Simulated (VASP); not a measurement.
Set up this calculation in VASP 6.6.1, as the native input.

- Task: single point
- Functional: PBE
- Potentials or basis: VASP PAW PBE potentials, release 64 (Bi_d)
- Cutoff: 520 eV
- k mesh: 8 × 8 × 8
- Occupations: methfessel-paxton, width 0.03 eV
- Spin: no spin polarisation
- Dipole correction: no
- Further INCAR settings: ALGO = Normal; EDIFF = 1e-06; NBANDS = 22

The structure of Bi lies in POSCAR:

```
Bi
1.0
    2.2924582305      1.3235513765      4.0467531177
   -2.2924582305      1.3235513765      4.0467531177
    0.0000000000     -2.6471027530      4.0467531177
Bi
2
Direct
    0.2337113826      0.2337113826      0.2337113826
    0.7662886174      0.7662886174      0.7662886174
```

These files were run (other wordings do the same):

INCAR

```
ALGO = Normal ; EDIFF = 1E-6
ENCUT = 520 ; GGA = PE
ISIF = 2 ; ISMEAR = 1
LASPH = T ; LCHARG = F
LREAL = F ; LWAVE = F
NBANDS = 22 ; NELM = 80
PREC = Accurate ; SIGMA = 0.03
```

KPOINTS

```
k-points
0
Gamma
  8 8 8
```

Potentials or basis: VASP PAW PBE potentials, release 64 (Bi_d).

Command:

```sh
$ cat potpaw_PBE.64/Bi_d/POTCAR > POTCAR
$ mpirun -np 1 vasp_std > vasp.out
```

It gave:

```json
{"Pressure": "-0.1 GPa", "Largest force": "0.026 eV/Å", "Band gap on the k mesh": "zero (band 15 reaches 5.77 eV, above the bottom of band 16 at 5.61 eV)"}
```

Caveat: spin-orbit coupling is left out, which moves the levels of the heavy elements.

It took 88 s on 1 thread of Intel(R) Xeon(R) Platinum 8488C (Sapphire Rapids) (shared host), peak memory 0.25 GiB.
